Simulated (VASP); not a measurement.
Set up this calculation in VASP 6.6.1, as the native input.

```yaml
Task: relaxation of cell and atoms
Functional: PBEsol
Potentials_or_basis: VASP PAW PBE potentials, release 64 (Ti_sv)
Cutoff: 600 eV
k_mesh: 12 × 12 × 14
Occupations: gaussian, width 0.1 eV
Spin: no spin polarisation
Target_pressure: 5 GPa
Dipole_correction: no
Further_INCAR_settings: ALGO = Fast; EDIFF = 1e-06; IBRION = 2; EDIFFG = -0.008; NSW = 70; ISIF = 3
```

The structure of Ti lies in POSCAR:

```
Ti
1.0
    4.4545679873      0.0000000000      0.0000000000
   -2.2272839937      3.8577690399      0.0000000000
    0.0000000000      0.0000000000      2.7641240317
Ti
3
Direct
    0.0000000000      0.0000000000      0.0000000000
    0.3333333333      0.6666666667      0.5000000000
    0.6666666667      0.3333333333      0.5000000000
```

This isn't the form of Ti at room conditions, which is hcp.

One way to write it, as run:

INCAR

```
PREC = Accurate
ENCUT = 600
EDIFF = 1E-6
ISMEAR = 0
SIGMA = 0.1
LREAL = False
LASPH = True
NELM = 80
ALGO = Fast
ISIF = 3
LWAVE = False
LCHARG = False
GGA = PS
IBRION = 2
NSW = 70
EDIFFG = -0.008
PSTRESS = 50.0
```

KPOINTS

```
Automatic mesh
0
Gamma
  12 12 14
```

Potentials or basis: VASP PAW PBE potentials, release 64 (Ti_sv).

Command:

```sh
$ cat potpaw_PBE.64/Ti_sv/POTCAR > POTCAR
$ mpirun -np 1 vasp_std > vasp.out
```

It gave:

```yaml
Relaxed_volume: 15.80 Å³/atom
Relaxed_cell: a = 4.450 Å, b = 4.450 Å, c = 2.764 Å, α = 90.00°, β = 90.00°, γ = 120.00°
Space_group_after_relaxing_to_0.1_Å: P6/mmm (No. 191)
Energy_change_on_relaxing_the_run_minimises_the_enthalpy: +0.9 meV/atom
Ionic_steps: 10
Pressure_after_relaxing: 5.0 GPa
Band_gap_on_the_k_mesh: zero (bands 18 and 19 overlap by 0.38 eV)
```

Caveat: the cell is relaxed towards a set pressure, so the run minimises the enthalpy, not the energy; the PAW data sets were made with another functional, which shifts forces and pressure a little.

Run time: 16 min on 1 thread of Intel(R) Xeon(R) Platinum 8488C (Sapphire Rapids), on a shared host, peak memory 0.29 GiB.
